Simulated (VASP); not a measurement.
## SiNi2: single point with PBE

SiNi2:

```xyz
6
Lattice="3.9315 0.0000 0.0000 -1.9657 3.4048 0.0000 0.0000 0.0000 4.8916" Properties=species:S:1:pos:R:3 pbc="T T T"
Si    0.0000    2.2698    3.6687
Si    1.9657    1.1349    1.2229
Ni    0.0000    0.0000    0.0000
Ni    0.0000    0.0000    2.4458
Ni    0.0000    2.2698    1.2229
Ni    1.9657    1.1349    3.6687
```

This cell differs from its parent crystal: uniaxial strain along c: -2.0 %.

| Property | Result |
| --- | --- |
| Program | VASP 6.6.1 |
| Task | single point |
| Functional | PBE |
| Potentials or basis | VASP PAW PBE potentials, release 64 (Si, Ni) |
| Cutoff | 520 eV |
| k mesh | 12 × 12 × 8 |
| Occupations | gaussian, width 0.1 eV |
| Spin | no spin polarisation |

```
Pressure               : 1.7 GPa
Band gap on the k mesh : zero (band 24 reaches 13.66 eV, above the bottom of band 25 at 10.57 eV)
```

Stress tensor (GPa, compression positive):
```
-0.40  0.00  0.00
 0.00 -0.40  0.00
 0.00  0.00  5.82
```

Levels at points of the mesh, in eV from the Fermi level:
```tsv
k point	band 21	band 22	band 23	band 24	band 25	band 26	band 27	band 28
(0.00, 0.00, 0.00)	-0.64	-0.64	0.19	2.47	2.59	2.59	2.68	2.68
(0.50, 0.00, 0.00)	-1.24	-1.21	-1.01	-0.68	-0.52	1.15	1.78	2.82
(0.00, 0.00, 0.50)	-1.24	-1.24	2.05	2.05	3.17	3.17	3.17	3.17
(0.50, 0.00, 0.50)	-1.25	-1.25	-0.88	-0.88	0.92	0.92	2.73	2.73
```

Wall time 6.5 min on 1 thread of AMD EPYC 7R43 64-Core Processor (Zen 3), on a shared host, peak memory 0.26 GiB.

Caveat: the cell differs from its parent crystal (uniaxial strain along c: -2.0 %). Spin polarisation is off, so any magnetic state and its effect on volume and gap are missing.
